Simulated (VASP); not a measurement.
# Al18H3C in VASP: notebook, part 2 of 2

VASP 6.6.1. Earlier steps stand in the parts before.

## 4. Single point, PBE+D3(BJ)

INCAR

```
SYSTEM = Al18H3C
PREC     = Accurate       ! precision mode
ENCUT    = 520            ! plane-wave cutoff, eV
EDIFF    = 1E-6           ! SCF threshold, eV
ISMEAR   = 0              ! smearing method
SIGMA    = 0.15           ! smearing width, eV
LREAL    = Auto         
LASPH    = .TRUE.         ! aspherical terms in the spheres
NELM     = 60             ! most SCF steps
ALGO     = Normal         ! electronic algorithm
ISIF     = 2              ! what is computed and relaxed
LWAVE    = .FALSE.        ! write WAVECAR
LCHARG   = .FALSE.        ! write CHGCAR
GGA      = PE             ! functional
IVDW     = 12             ! dispersion correction
NBANDS   = 48             ! bands
```

KPOINTS

```
Automatic mesh
0
G
  3 2 1
  0 0 0
```

POSCAR

```
Al18H3C
1.0
    5.7275650000      0.0000000000      0.0000000000
    4.2956740000      7.4403250000      0.0000000000
    0.0000000000      0.0000000000     15.6765370000
Al C H
18 1 3
Direct
    0.1666665958      0.1111111410      0.0637895984
    0.6666666831      0.1111111410      0.0637895984
    0.1666667458      0.4444444295      0.0637895984
    0.6666666585      0.4444444295      0.0637895984
    0.1666666204      0.7777778524      0.0637895984
    0.6666667077      0.7777778524      0.0637895984
   -0.1574695146      0.2105881128      0.2100753502
    0.3341609634      0.2196808607      0.2070025414
   -0.1638535408      0.5493344713      0.2115149538
    0.3406647776      0.5476282286      0.2076978481
   -0.1586715530      0.8780078827      0.2124581468
    0.3408026528      0.8820191322      0.2124546384
    0.0078038462     -0.0085898129      0.3596333170
    0.4885503698      0.0228197021      0.3517368026
    0.0030844679      0.3226807969      0.3532001998
    0.4993580621      0.3373333826      0.3579683447
    0.0129961592      0.6532322177      0.3575126956
    0.4996023432      0.6602589269      0.3585561658
    0.7260888111      0.6998585411      0.4681407635
    0.9300225653      0.6306543061      0.4969972641
    0.6211946148      0.8384992591      0.4923714338
    0.6322129748      0.6276956988      0.4980725016
```

Potentials or basis: VASP PAW PBE potentials, release 64 (Al, C, H).

On the command line:

```bash
> cat potpaw_PBE.64/Al/POTCAR potpaw_PBE.64/C/POTCAR potpaw_PBE.64/H/POTCAR > POTCAR
> mpirun -np 1 vasp_std > vasp.out
```

OUTCAR:

```text
SYSTEM = Al18H3C
   PREC = Accurate
   ENCUT = 520
   EDIFF = 1E-6
   ISMEAR = 0
   LREAL = Auto
   LASPH = .TRUE.
   NELM = 60
   ISIF = 2
   GGA = PE
   IVDW = 12
 IVDW          = 12

 ion  position               nearest neighbor table
   1  0.167  0.111  0.064-   8 2.78   7 2.80   2 2.86   4 2.86   5 2.86   3 2.86   6 2.86   2 2.86
                            12 2.89
   2  0.667  0.111  0.064-   8 2.79   7 2.80   1 2.86   4 2.86   3 2.86   5 2.86   6 2.86   1 2.86
                            11 2.91
   3  0.167  0.444  0.064-  10 2.78   8 2.80   9 2.84   4 2.86   2 2.86   1 2.86   5 2.86   6 2.86
                             4 2.86
   4  0.667  0.444  0.064-  10 2.78   9 2.83   3 2.86   2 2.86   1 2.86   5 2.86   3 2.86   6 2.86
                             7 2.88
   5  0.167  0.778  0.064-  10 2.83  11 2.84  12 2.85   6 2.86   2 2.86   1 2.86   3 2.86   4 2.86
                             6 2.86
   6  0.667  0.778  0.064-  11 2.83  12 2.84   5 2.86   2 2.86   1 2.86   3 2.86   5 2.86   4 2.86
                             9 2.87
   7  0.843  0.211  0.210-  15 2.77   1 2.80   2 2.80  12 2.84  13 2.86   8 2.86  11 2.86   8 2.87
                            16 2.88   4 2.88  10 2.89   9 2.89
   8  0.334  0.220  0.207-  14 2.70   1 2.78   2 2.79   3 2.80  15 2.82  10 2.84   9 2.84   7 2.86
                             7 2.87  12 2.88  16 2.91  11 2.92
   9  0.836  0.549  0.212-  15 2.79  17 2.82   4 2.83   3 2.84  11 2.84   8 2.84  10 2.85  18 2.85
[... 4 lines left out ...]
                             7 2.86  12 2.88   2 2.91   8 2.92
  12  0.341  0.882  0.212-  18 2.82  14 2.82   6 2.84  13 2.84   7 2.84   9 2.85  11 2.85   5 2.85
                            10 2.87  11 2.88   8 2.88   1 2.89
  13  0.008  0.991  0.360-  18 2.83  15 2.83  12 2.84  11 2.85  14 2.85   7 2.86  17 2.89  14 2.90
                            16 2.94
  14  0.489  0.023  0.352-  15 2.68   8 2.70  16 2.74  11 2.81  12 2.82  13 2.85  13 2.90  18 3.09
                            17 3.09
  15  0.003  0.323  0.353-  14 2.68   7 2.77   9 2.79   8 2.82  16 2.83  13 2.83  17 2.87  18 2.89
                            16 2.91
  16  0.499  0.337  0.358-  14 2.74  17 2.75  18 2.78  15 2.83  10 2.83   7 2.88  15 2.91   8 2.91
                            13 2.94
  17  0.013  0.653  0.358-  19 2.28  16 2.75  18 2.82   9 2.82  11 2.82  10 2.86  15 2.87  13 2.89
                            18 2.91  14 3.09
  18  0.500  0.660  0.359-  19 2.28  16 2.78  17 2.82  12 2.82  13 2.83   9 2.85  10 2.87  15 2.89
                            17 2.91  14 3.09
  19  0.726  0.700  0.468-  21 1.10  22 1.11  20 1.11  18 2.28  17 2.28
  20  0.930  0.631  0.497-  19 1.11
  21  0.621  0.838  0.492-  19 1.10
  22  0.632  0.628  0.498-  19 1.11

  LATTYP: Found a simple monoclinic cell.
 ALAT       =     5.7275650000
 B/A-ratio  =     2.7370334514
 C/A-ratio  =     1.3228756151
 COS(beta)  =    -0.1889822093

  Lattice vectors:

 A1 = (   5.7275650000,   0.0000000000,   0.0000000000)
 A2 = (   0.0000000000,   0.0000000000, -15.6765370000)
 A3 = (  -1.4318910000,   7.4403250000,   0.0000000000)

Analysis of symmetry for initial positions (statically):
=====================================================================
 Subroutine PRICEL returns:
 Original cell was already a primitive cell.

 Routine SETGRP: Setting up the symmetry group for a
 simple monoclinic supercell.

 Subroutine GETGRP returns: Found  1 space group operations
 (whereof  1 operations were pure point group operations)
 out of a pool of  4 trial point group operations.

The static configuration has the point symmetry C_1 .

Analysis of symmetry for dynamics (positions and initial velocities):
=====================================================================
[... 133 lines left out ...]
   dimension x,y,z NGX =    48 NGY =   64 NGZ =  120
   dimension x,y,z NGXF=    96 NGYF=  128 NGZF=  240
   ions per type =              18   1   3
   NGX,Y,Z   is equivalent  to a cutoff of  13.93, 12.38, 12.73 a.u.
   NGXF,Y,Z  is equivalent  to a cutoff of  27.86, 24.77, 25.45 a.u.
 SYSTEM =  Al18H3C
   PREC   = accura    normal or accurate (medium, high low for compatibility)
   ISTART =      0    job   : 0-new  1-cont  2-samecut
   ICHARG =      2    charge: 1-file 2-atom 10-const
   ISPIN  =      1    spin polarized calculation?
   LNONCOLLINEAR =      F non collinear calculations
   LSORBIT =      F    spin-orbit coupling
   LASPH  =      T    aspherical Exc in radial PAW
   ENCUT  =  520.0 eV  38.22 Ry    6.18 a.u.  10.65 15.97 29.15*2*pi/ulx,y,z
   NELM   =     60;   NELMIN=  2; NELMDL= -5     # of ELM steps
   EDIFF  = 0.1E-05   stopping-criterion for ELM
   LREAL  =      T    real-space projection
   EDIFFG = 0.1E-04   stopping-criterion for IOM
   NSW    =      0    number of steps for IOM
   IBRION =     -1    ionic relax: 0-MD 1-quasi-New 2-CG
   NFREE  =      0    steps in history (QN), initial steepest desc. (CG)
   ISIF   =      2    stress and relaxation
   ISYM   =      2    0-nonsym 1-usesym 2-fastsym
   POTIM  = 0.5000    time-step for ionic-motion
   TEBEG  =    0.0;   TEEND  =   0.0 temperature during run
   PSTRESS=    0.0 pullay stress
   NELECT =      61.0000    total number of electrons
   NUPDOWN=      -1.0000    fix difference up-down
   EMIN   =  10.00;   EMAX   =-10.00  energy-range for DOS
   EFERMI =   0.00;   METHOD = LEGACY
   ISMEAR =     0;   SIGMA  =   0.15  broadening in eV -4-tet -1-fermi 0-gaus
   EFERMI_NEDOS =   21; number of points for ismear=-14 and -15
   IALGO  =     38    algorithm
   IMIX   =      4    mixing-type and parameters
     AMIX     =   0.40;   BMIX     =  1.00
     AMIX_MAG =   1.60;   BMIX_MAG =  1.00
  volume/ion in A,a.u.               =      30.37       204.92
  Fermi-wavevector in a.u.,A,eV,Ry     =   0.737192  1.393091  7.394119  0.543452
  Thomas-Fermi vector in A             =   1.830814
   LORBIT       =      0    0 simple, 1 ext, 2 COOP (PROOUT), +10 PAW based schemes
   GGA     = PE    functional components
   LHFCALC =     F    Hartree Fock is set to
   AEXX    =    0.0000 exact exchange contribution
   IVDW    =    12    specifies the selected vdW correction
   LEPSILON=     F    determine dielectric tensor
   LRPA    =     F    only Hartree local field effects (RPA)
 non-spin polarized calculation
 Gauss-broadening in eV      SIGMA  =   0.15
  energy-cutoff  :      520.00
  volume of cell :      668.05
 maximum number of plane-waves:     17998
 NGX is ok and might be reduce to    42
   NGX = 21   NGY = 31   NGZ = 59

 number of electron      61.0000000 magnetization

 Free energy of the ion-electron system (eV)
  ---------------------------------------------------
  ext. energy  EPLUGINS =         0.00000000
  ---------------------------------------------------
  free energy    TOTEN  =       -82.73127695 eV

  energy without entropy =      -82.59726354  energy(sigma->0) =      -82.66427024

 E-fermi :   1.5735     XC(G=0):  -5.9056

 val. band max:        1.5615763399   @ k =   0.0000   0.0000   0.0000
 cond. band min:       1.5899419450   @ k =   0.0000   0.5000   0.0000
 fundamental gap:      0.0283656051
 Fermi energy:         1.5734748245

 k-point     1 :       0.0000    0.0000    0.0000
  band No.  band energies     occupation
      1     -12.3192      2.00000
      2      -8.8399      2.00000
      3      -7.0471      2.00000
      4      -6.2825      2.00000
      5      -6.2181      2.00000
      6      -5.5362      2.00000
[... 169 lines left out ...]
     41       4.1266      0.00000
     42       4.1758      0.00000
 [bands above 42 left out]

------------------------ aborting loop because EDIFF is reached ----------------------------------------

 Edisp (eV)   -4.44023

 E8    (eV) :    -2.0256

  FORCE on cell =-STRESS in cart. coord.  units (eV):
  Direction    XX          YY          ZZ          XY          YZ          ZX
  --------------------------------------------------------------------------------------
  -------------------------------------------------------------------------------------
  Total      -9.66558    -7.53891    -0.14576     0.04738     0.04962     0.00324
  in kB     -23.18070   -18.08035    -0.34957     0.11363     0.11899     0.00777
  external pressure =      -13.87 kB  Pullay stress =        0.00 kB

 VOLUME and BASIS-vectors are now :
 -----------------------------------------------------------------------------
  energy-cutoff  :      520.00
  volume of cell :      668.05
      direct lattice vectors                 reciprocal lattice vectors
     5.727565000  0.000000000  0.000000000     0.174594265 -0.100802054  0.000000000
     4.295674000  7.440325000  0.000000000     0.000000000  0.134402731  0.000000000
     0.000000000  0.000000000 15.676537000     0.000000000  0.000000000  0.063789598

 POSITION                                       TOTAL-FORCE (eV/Angst)
 -----------------------------------------------------------------------------------
      1.43189      0.82670      1.00000         0.022914      0.117027     -0.095597
      4.29567      0.82670      1.00000        -0.023760      0.060901     -0.064722
      2.86378      3.30681      1.00000        -0.056918     -0.099089     -0.114039
      5.72757      3.30681      1.00000         0.053110     -0.049099      0.012777
      4.29567      5.78692      1.00000        -0.029362     -0.025928      0.040468
      7.15946      5.78692      1.00000         0.030652     -0.021662      0.216422
[... 14 lines left out ...]
      7.15985      6.23871      7.71868        -0.000305      0.020598      0.018613
      6.31742      4.67026      7.80805        -0.014163     -0.002181      0.006215
 -----------------------------------------------------------------------------------
    total drift:                               -0.000418      0.004164     -0.018909

  FREE ENERGIE OF THE ION-ELECTRON SYSTEM (eV)
  ---------------------------------------------------
  free  energy   TOTEN  =       -87.1715051799 eV

  energy  without entropy=      -87.0374917742  energy(sigma->0) =      -87.10449848
```

Run time: 6.8 min. Hardware: 1 thread of Intel Xeon 8259CL, shared host; peak memory 0.73 GiB.

Results:

| Property | Result |
| --- | --- |
| Free energy | -87.1715 eV |
| Largest force | 0.220 eV/Å |
| Band gap on the k mesh | zero (an odd number of electrons rules out a gap without spin polarisation) |
| Dispersion energy per atom | -0.202 eV |

Forces on the atoms (eV/Å):
```
Al   0.023  0.117 -0.096
Al  -0.024  0.061 -0.065
Al  -0.057 -0.099 -0.114
Al   0.053 -0.049  0.013
Al  -0.029 -0.026  0.040
Al   0.031 -0.022  0.216
Al   0.002  0.004 -0.006
Al   0.000  0.009  0.000
Al   0.000  0.003 -0.001
Al  -0.004 -0.001 -0.005
Al   0.001  0.003 -0.003
Al   0.001  0.003 -0.002
Al   0.001  0.000  0.001
Al  -0.002  0.005 -0.008
Al   0.006  0.001  0.004
Al  -0.001  0.003  0.004
Al  -0.001 -0.004  0.001
Al   0.006 -0.002  0.006
C   -0.010 -0.023 -0.018
H    0.018  0.000  0.006
H    0.000  0.021  0.019
H   -0.014 -0.002  0.006
```

Levels at points of the mesh, in eV from the Fermi level:
```tsv
k point	band 27	band 28	band 29	band 30	band 31	band 32	band 33	band 34
(0.00, 0.00, 0.00)	-0.47	-0.31	-0.20	-0.15	-0.01	0.02	0.15	0.58
(0.00, 0.50, 0.00)	-1.27	-0.82	-0.23	-0.20	-0.16	0.02	0.18	0.69
```

Caveat: the k points lie up to 0.42 Å⁻¹ apart, too coarse for converged energies and pressures of a metal; there is no dipole correction, which matters where the two faces differ.

## 5. Single point, PBE+D3(BJ)

INCAR

```
SYSTEM = Al18H3C
  PREC = Accurate
  ENCUT = 520
  EDIFF = 1E-7
  ISMEAR = 0
  SIGMA = 0.15
  LREAL = Auto
  LASPH = .True.
  NELM = 100
  ALGO = Normal
  ISIF = 2
  LWAVE = .False.
  LCHARG = .False.
  GGA = PE
  IVDW = 12
  NBANDS = 48
```

KPOINTS

```
Automatic mesh
0
Gamma
  3 2 1
  0 0 0
```

POSCAR

```
Al18H3C
1.0
    5.7275650000      0.0000000000      0.0000000000
    4.2956740000      7.4403250000      0.0000000000
    0.0000000000      0.0000000000     15.6765370000
Al C H
18 1 3
Direct
    0.1666665958      0.1111111410      0.0637895984
    0.6666666831      0.1111111410      0.0637895984
    0.1666667458      0.4444444295      0.0637895984
    0.6666666585      0.4444444295      0.0637895984
    0.1666666204      0.7777778524      0.0637895984
    0.6666667077      0.7777778524      0.0637895984
   -0.1691038682      0.2179859079      0.2092030912
    0.3302675349      0.2190455390      0.2078755021
   -0.1731136619      0.5538303770      0.2133112689
    0.3280879035      0.5520379822      0.2084705953
   -0.1657825863      0.8811119138      0.2129849851
    0.3274672172      0.8867854563      0.2085693416
   -0.0033821312     -0.0002929980      0.3579833990
    0.4797619973      0.0119345593      0.3515840265
   -0.0027237581      0.3238640785      0.3546586214
    0.4930699369      0.3308698209      0.3568439892
   -0.0016687458      0.6568875688      0.3622321052
    0.4669809400      0.6678377625      0.3518111175
    0.8253730460      0.6911030096      0.4808087398
    1.0013246936      0.6283683844      0.5234421990
    0.6960313693      0.8325247889      0.4992864177
    0.7091744187      0.6221846492      0.4916906712
```

On the command line:

```bash
> cat potpaw_PBE.64/Al/POTCAR potpaw_PBE.64/C/POTCAR potpaw_PBE.64/H/POTCAR > POTCAR
> mpirun -np 1 vasp_std > vasp.out
```

Wall time 9.5 min (1 thread of Intel Xeon 8259CL, shared host); peak memory 0.73 GiB.

The run converged. Its results:

```
Free energy                : -87.4039 eV
Largest force              : 0.221 eV/Å
Band gap on the k mesh     : zero (an odd number of electrons rules out a gap without spin polarisation)
Dispersion energy per atom : -0.201 eV
```

Forces in eV/Å, atoms in the order of the input:
```
Al  -0.033  0.121 -0.178
Al  -0.042  0.049 -0.075
Al  -0.116 -0.129 -0.072
Al   0.059 -0.068  0.011
Al  -0.120  0.058 -0.025
Al   0.005 -0.037  0.218
Al  -0.006  0.012 -0.006
Al  -0.007 -0.005  0.003
Al  -0.012  0.009  0.003
Al  -0.014  0.010 -0.007
Al  -0.007  0.006 -0.004
Al  -0.013  0.010 -0.017
Al  -0.005  0.009  0.000
Al  -0.021 -0.009 -0.005
Al  -0.011 -0.005 -0.003
Al  -0.015 -0.007 -0.001
Al   0.002 -0.005 -0.001
Al  -0.043  0.007 -0.022
C    0.119 -0.008  0.043
H    0.113 -0.013  0.111
H    0.090  0.013  0.041
H    0.077 -0.017 -0.013
```

Levels at points of the mesh, in eV from the Fermi level:
| k point | band 27 | band 28 | band 29 | band 30 | band 31 | band 32 | band 33 | band 34 | band 35 | band 36 |
| --- | --- | --- | --- | --- | --- | --- | --- | --- | --- | --- |
| (0.00, 0.00, 0.00) | -0.39 | -0.33 | -0.17 | -0.07 | -0.06 | 0.05 | 0.12 | 0.57 | 0.98 | 1.44 |
| (0.00, 0.50, 0.00) | -1.21 | -0.93 | -0.22 | -0.17 | -0.13 | 0.07 | 0.26 | 0.49 | 1.33 | 1.42 |

Caveat: the k points lie up to 0.42 Å⁻¹ apart, too coarse for converged energies and pressures of a metal; there is no dipole correction, which matters where the two faces differ.

## 6. Summary

| cell | gap on the mesh (eV) | largest force (eV/Å) |
| --- | --- | --- |
| as given, atomic positions A | none | 0.17 |
| as given, atomic positions B | none | 0.20 |
| as given, atomic positions C | none | 0.22 |
| as given, atomic positions D | none | 0.22 |

Alike in all rows: task single point; level PBE+D3(BJ); potentials or basis VASP PAW PBE potentials, release 64 (Al, C, H); no spin polarisation; k mesh 3 × 2 × 1; cutoff (eV) 520; smearing gaussian 0.15 eV.

Caveats: all runs use coarse meshes; there is no dipole correction, which matters where the two faces differ.

Total energies depend on the potentials used, so only differences within one code and one set of settings carry meaning.

The gap in the log of VASP goes by the Fermi energy; the results here count the filled bands.